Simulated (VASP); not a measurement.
# C (I4_1/amd) in VASP: notebook

C is run at these levels: PBEsol; tasks: single point.

Everything below comes from runs of VASP 6.6.1. Logs are shortened: lines on timing, memory, paths and dates and some standing lists are left out, and cuts for length are marked.

### Step 1. The cell of the first run

Symmetry: I4_1/amd, No. 141, tetragonal system. The conventional cell has a = 2.421 Å, b = 2.421 Å, c = 3.709 Å, α = 90.00°, β = 90.00°, γ = 90.00°. Within 2.0 Å of C (site symmetry -4m2) lie 4 C at 1.52 Å.

### Step 2. Single point, PBEsol (strain -0.040 along x and y, +0.040 along z)

INCAR

```
SYSTEM = C
PREC = Accurate ; ENCUT = 520
EDIFF = 1E-6 ; ISMEAR = 0
SIGMA = 0.05 ; LREAL = .False.
LASPH = .True. ; NELM = 100
ALGO = Normal ; ISIF = 2
LWAVE = .False. ; LCHARG = .True.
GGA = PS ; LELF = .True.
LVHAR = .True. ; NBANDS = 11
```

KPOINTS

```
regular mesh
0
Gamma
  12 12 12
  0 0 0
```

POSCAR

```
C
1.0
    0.0000000000      1.7120640000      1.8547360000
    1.7120640000      0.0000000000      1.8547360000
    1.7120640000      1.7120640000      0.0000000000
C
2
Direct
    0.5000000000      0.5000000000      0.5000000000
    0.7500000000      0.7500000000      0.7500000000
```

Potentials or basis: VASP PAW PBE potentials, release 64 (C).

Launch:

```sh
> cat potpaw_PBE.64/C/POTCAR > POTCAR
> mpirun -np 1 vasp_std > vasp.out
```

OUTCAR:

```text
SYSTEM = C
   PREC = Accurate
   ENCUT = 520
   EDIFF = 1E-6
   ISMEAR = 0
   LREAL = .False.
   LASPH = .True.
   NELM = 100
   ISIF = 2
   GGA = PS

 ion  position               nearest neighbor table
   1  0.500  0.500  0.500-   2 1.52   2 1.52   2 1.52   2 1.52
   2  0.750  0.750  0.750-   1 1.52   1 1.52   1 1.52   1 1.52

  LATTYP: Found a body centered tetragonal cell.
 ALAT       =     2.4212241285
 C/A-ratio  =     1.5320646926

  Lattice vectors:

 A1 = (  -1.7120640000,   0.0000000000,   1.8547360000)
 A2 = (   1.7120640000,   0.0000000000,   1.8547360000)
 A3 = (   0.0000000000,   1.7120640000,  -1.8547360000)

Analysis of symmetry for initial positions (statically):
=====================================================================
 Subroutine PRICEL returns:
 Original cell was already a primitive cell.

 Routine SETGRP: Setting up the symmetry group for a
 body centered tetragonal supercell.

 Subroutine GETGRP returns: Found 16 space group operations
 (whereof  8 operations were pure point group operations)
 out of a pool of 16 trial point group operations.

The static configuration has the point symmetry D_2d.
 The point group associated with its full space group is D_4h.

Analysis of symmetry for dynamics (positions and initial velocities):
=====================================================================
 Subroutine PRICEL returns:
 Original cell was already a primitive cell.

 Routine SETGRP: Setting up the symmetry group for a
 body centered tetragonal supercell.

 Subroutine GETGRP returns: Found 16 space group operations
 (whereof  8 operations were pure point group operations)
 out of a pool of 16 trial point group operations.

The dynamic configuration has the point symmetry D_2d.
 The point group associated with its full space group is D_4h.

 Subroutine INISYM returns: Found 16 space group operations
 (whereof  8 operations are pure point group operations),
 and found     1 'primitive' translations

----------------------------------------------------------------------------------------

                                     Primitive cell

  volume of cell :      10.8731

  direct lattice vectors                    reciprocal lattice vectors
     0.000000000  1.712064000  1.854736000    -0.292045157  0.292045157  0.269580145
     1.712064000  0.000000000  1.854736000     0.292045157 -0.292045157  0.269580145
     1.712064000  1.712064000  0.000000000     0.292045157  0.292045157 -0.269580145

  length of vectors
[... 90 lines left out ...]
   POTIM  = 0.5000    time-step for ionic-motion
   TEBEG  =    0.0;   TEEND  =   0.0 temperature during run
   PSTRESS=    0.0 pullay stress
   NELECT =       8.0000    total number of electrons
   NUPDOWN=      -1.0000    fix difference up-down
   EMIN   =  10.00;   EMAX   =-10.00  energy-range for DOS
   EFERMI =   0.00;   METHOD = LEGACY
   ISMEAR =     0;   SIGMA  =   0.05  broadening in eV -4-tet -1-fermi 0-gaus
   EFERMI_NEDOS =   21; number of points for ismear=-14 and -15
   IALGO  =     38    algorithm
   IMIX   =      4    mixing-type and parameters
     AMIX     =   0.40;   BMIX     =  1.00
     AMIX_MAG =   1.60;   BMIX_MAG =  1.00
  volume/ion in A,a.u.               =       5.44        36.69
  Fermi-wavevector in a.u.,A,eV,Ry     =   1.477931  2.792884 29.718930  2.184280
  Thomas-Fermi vector in A             =   2.592274
   LORBIT       =      0    0 simple, 1 ext, 2 COOP (PROOUT), +10 PAW based schemes
   GGA     = PS    functional components
   LHFCALC =     F    Hartree Fock is set to
   AEXX    =    0.0000 exact exchange contribution
   IVDW    =     0    specifies the selected vdW correction
   LEPSILON=     F    determine dielectric tensor
   LRPA    =     F    only Hartree local field effects (RPA)
 non-spin polarized calculation
 Gauss-broadening in eV      SIGMA  =   0.05
  energy-cutoff  :      520.00
  volume of cell :       10.87
 maximum number of plane-waves:       302
   NGX =  9   NGY =  9   NGZ =  9

 number of electron       8.0000000 magnetization

 Free energy of the ion-electron system (eV)
  ---------------------------------------------------
  ext. energy  EPLUGINS =         0.00000000
  ---------------------------------------------------
  free energy    TOTEN  =       -19.08392102 eV

  energy without entropy =      -19.08392102  energy(sigma->0) =      -19.08392102

 E-fermi :  11.0327     XC(G=0): -13.6506

 val. band max:       10.7958265671   @ k =   0.0000   0.0000   0.0000
 cond. band min:      13.9010470410   @ k =   0.3333   0.0000   0.3333
 fundamental gap:      3.1052204739
 Fermi energy:        11.0326530568

 k-point     1 :       0.0000    0.0000    0.0000
  band No.  band energies     occupation
      1     -11.7586      2.00000
      2       9.4358      2.00000
      3      10.7958      2.00000
      4      10.7958      2.00000
      5      15.7307      0.00000
      6      15.7307      0.00000
      7      16.7237      0.00000
      8      24.5491      0.00000
      9      29.9258      0.00000
     10      34.4862      0.00000
     11      35.3884      0.00000
[... 309 lines left out ...]
 k-point    24 :      -0.4167    0.1667    0.0000
  band No.  band energies     occupation
      1      -5.1584      2.00000
      2      -2.8671      2.00000
      3       3.8008      2.00000
      4       7.4459      2.00000
      5      18.7754      0.00000
      6      20.9428      0.00000
      7      21.4400      0.00000
      8      26.3034      0.00000
      9      30.6708      0.00000
     10      35.0265      0.00000
     11      35.1704      0.00000

 [... further k-points ...]

------------------------ aborting loop because EDIFF is reached ----------------------------------------

  FORCE on cell =-STRESS in cart. coord.  units (eV):
  Direction    XX          YY          ZZ          XY          YZ          ZX
  --------------------------------------------------------------------------------------
  -------------------------------------------------------------------------------------
  Total        2.9923584      2.9923584     -2.6549622      0.0000000      0.0000000     -0.0000000
  in kB      440.9324882    440.9324882   -391.2162120      0.0000000      0.0000000     -0.0000000
  external PRESSURE =     163.5495881 kB  Pullay stress =       0.0000000 kB

 VOLUME and BASIS-vectors are now :
 -----------------------------------------------------------------------------
  energy-cutoff  :      520.00
  volume of cell :       10.87
      direct lattice vectors                 reciprocal lattice vectors
     0.000000000  1.712064000  1.854736000    -0.292045157  0.292045157  0.269580145
     1.712064000  0.000000000  1.854736000     0.292045157 -0.292045157  0.269580145
     1.712064000  1.712064000  0.000000000     0.292045157  0.292045157 -0.269580145

 POSITION                                       TOTAL-FORCE (eV/Angst)
 -----------------------------------------------------------------------------------
      1.71206      1.71206      1.85474         0.000000      0.000000      0.000000
      2.56810      2.56810      2.78210        -0.000000     -0.000000     -0.000000
 -----------------------------------------------------------------------------------
    total drift:                                0.000000     -0.000000      0.000000

  FREE ENERGIE OF THE ION-ELECTRON SYSTEM (eV)
  ---------------------------------------------------
  free  energy   TOTEN  =       -19.0839210196 eV

  energy  without entropy=      -19.0839210196  energy(sigma->0) =      -19.08392102
```

stdout:

```text
POSCAR found type information on POSCAR C
 POSCAR found :  1 types and       2 ions
 scaLAPACK will be used
 -----------------------------------------------------------------------------
|                                                                             |
|                                                                             |
|     You enforced a specific xc type in the INCAR file but a different       |
|     I HOPE YOU KNOW WHAT YOU ARE DOING!                                     |
|                                                                             |
 -----------------------------------------------------------------------------

 LDA part: xc-table for (Slater+PW92), standard interpolation
 POSCAR, INCAR and KPOINTS ok, starting setup
 FFT: planning ... GRIDC
 FFT: planning ... GRID_SOFT
 FFT: planning ... GRID
 WAVECAR not read
 entering main loop
```

Wall time 14 s (1 thread of Intel Xeon Platinum 8259CL at 2.50GHz (Skylake/Cascade Lake), shared host); peak memory 0.12 GiB.

Results:

* Free energy: -19.0839 eV
* Pressure: 16.4 GPa
* Band gap on the k mesh: 3.11 eV (least direct gap 4.93 eV)

Caveat: the cell differs from its parent crystal (strain -0.040 along x and y, +0.040 along z); the cell stands under pressure; the PAW data sets were made with another functional, which shifts forces and pressure a little. A k mesh can miss the band edges.

### Step 3. Single point, PBEsol (strain +0.000 along x and y, +0.040 along z)

INCAR

```
SYSTEM = C
  PREC = Accurate
  ENCUT = 520
  EDIFF = 1E-7
  ISMEAR = 0
  SIGMA = 0.05
  LREAL = .False.
  LASPH = .True.
  NELM = 60
  ALGO = Normal
  ISIF = 2
  LWAVE = .False.
  LCHARG = .False.
  GGA = PS
  NBANDS = 11
```

KPOINTS

```
Automatic mesh
0
Gamma
  12 12 12
  0 0 0
```

POSCAR

```
C
1.0
    0.0000000000      1.7834000000      1.8547360000
    1.7834000000      0.0000000000      1.8547360000
    1.7834000000      1.7834000000      0.0000000000
C
2
Direct
    0.5000000000      0.5000000000      0.5000000000
    0.7500000000      0.7500000000      0.7500000000
```

Potentials or basis: VASP PAW PBE potentials, release 64 (C).

Launch:

```sh
> cat potpaw_PBE.64/C/POTCAR > POTCAR
> mpirun -np 1 vasp_std > vasp.out
```

It took 16 s on 1 thread of Intel Xeon Platinum 8259CL at 2.50GHz (Skylake/Cascade Lake), shared host; peak memory 0.13 GiB.

It converged, with:

| Property | Result |
| --- | --- |
| Free energy | -19.1813 eV |
| Pressure | -19.7 GPa |
| Band gap on the k mesh | 3.46 eV (least direct gap 5.09 eV) |

Stress tensor (GPa, compression positive):
```
 -7.69   0.00   0.00
  0.00  -7.69   0.00
  0.00   0.00 -43.63
```

Levels at points of the mesh, in eV from the valence-band top:
| k point | band 1 | band 2 | band 3 | band 4 | band 5 | band 6 | band 7 | band 8 |
| --- | --- | --- | --- | --- | --- | --- | --- | --- |
| (0.00, 0.00, 0.00) | -21.20 | -0.60 | 0.00 | 0.00 | 5.09 | 5.09 | 5.56 | 12.26 |
| (0.50, 0.00, 0.00) | -15.59 | -13.23 | -3.26 | -2.56 | 7.27 | 8.17 | 8.70 | 14.95 |
| (0.50, 0.50, 0.00) | -13.09 | -13.09 | -5.92 | -5.92 | 4.92 | 4.92 | 15.85 | 15.85 |
| (0.50, 0.00, 0.50) | -12.50 | -12.50 | -6.48 | -6.48 | 4.03 | 4.03 | 15.99 | 15.99 |

Caveat: the cell differs from its parent crystal (strain +0.000 along x and y, +0.040 along z); the cell stands under tension; the PAW data sets were made with another functional, which shifts forces and pressure a little. A k mesh can miss the band edges.
